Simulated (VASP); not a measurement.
Set up this calculation in VASP 6.6.1, as the native input.

- Task: single point
- Functional: RPBE
- Potentials or basis: VASP PAW PBE potentials, release 64 (B)
- Cutoff: 500 eV
- k mesh: 9 × 9 × 9
- Occupations: fermi-dirac, width 0.1 eV
- Spin: no spin polarisation
- Dipole correction: no
- Further INCAR settings: ALGO = Normal; EDIFF = 1e-06; NBANDS = 22

The structure of B lies in POSCAR:

```
B
1.0
    3.6843273059      0.0000000000      0.0000000000
    0.0000000000      3.6843273059      0.0000000000
    0.0000000000      0.0000000000      3.6843273059
B
8
Direct
    1.0000000000      1.0000000000      1.0000000000
    0.5000000000      0.5000000000      0.5000000000
    0.2500000000      1.0000000000      0.5000000000
    0.7500000000      0.0000000000      0.5000000000
    0.5000000000      0.2500000000      0.0000000000
    0.5000000000      0.7500000000      1.0000000000
    0.0000000000      0.5000000000      0.2500000000
    0.0000000000      0.5000000000      0.7500000000
```

The input as run:

INCAR

```
PREC = Accurate ; ENCUT = 500
EDIFF = 1E-6 ; ISMEAR = -1
SIGMA = 0.1 ; LREAL = False
LASPH = True ; NELM = 120
ALGO = Normal ; ISIF = 2
LWAVE = False ; LCHARG = False
GGA = RP ; NBANDS = 22
GGA_COMPAT = False
```

KPOINTS

```
Automatic mesh
0
Gamma
  9 9 9
```

Potentials or basis: VASP PAW PBE potentials, release 64 (B).

The run is started by

```sh
$ cat potpaw_PBE.64/B/POTCAR > POTCAR
$ mpirun -np 1 vasp_std > vasp.out
```

It gave:

The pressure is -0.6 GPa. The band gap on the k mesh is zero (band 12 reaches 13.46 eV, above the bottom of band 13 at 9.01 eV).

Caveat: the PAW data sets were made with another functional, which shifts forces and pressure a little.

It took 63 s on 1 thread of AMD EPYC 7R13 (shared host), peak memory 0.13 GiB.
